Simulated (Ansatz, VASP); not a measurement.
# One calculation of Al, two programs

```
CELL_PARAMETERS angstrom
2.89172 0.00000 0.00000
-1.44586 2.50430 0.00000
0.00000 0.00000 4.60369
ATOMIC_POSITIONS crystal
Al 0.66667 0.33333 0.75000
Al 0.33333 0.66667 0.25000
```

Alike in both runs: task single point; functional LDA; k mesh 21 × 21 × 12; occupations gaussian, width 0.15 eV; no spin polarisation.

|  | VASP | Ansatz |
| --- | --- | --- |
| version | VASP 6.6.1 | Ansatz 0.2.0 |
| potentials or method | VASP PAW LDA potentials, release 64 (Al), cutoff 520 eV | scalar-relativistic, plane waves, PAW |
| valence electrons in the cell | 6 | 6 |

Ansatz gave:

* gap on the k mesh at the Fermi level (eV): none
* pressure (GPa): -3.2
* traceless stress, the component that is largest in VASP (GPa): 1.77

Question: What did VASP give for the same quantities?

Answer: gap on the k mesh at the Fermi level (eV): none; pressure (GPa): -3.1; traceless stress, the component that is largest in VASP (GPa): 1.79.

LDA's correlation is that of Perdew and Zunger in VASP and of Perdew and Wang (1992) in Ansatz. A gap of «none» marks a metal or a gap that the smearing closes.
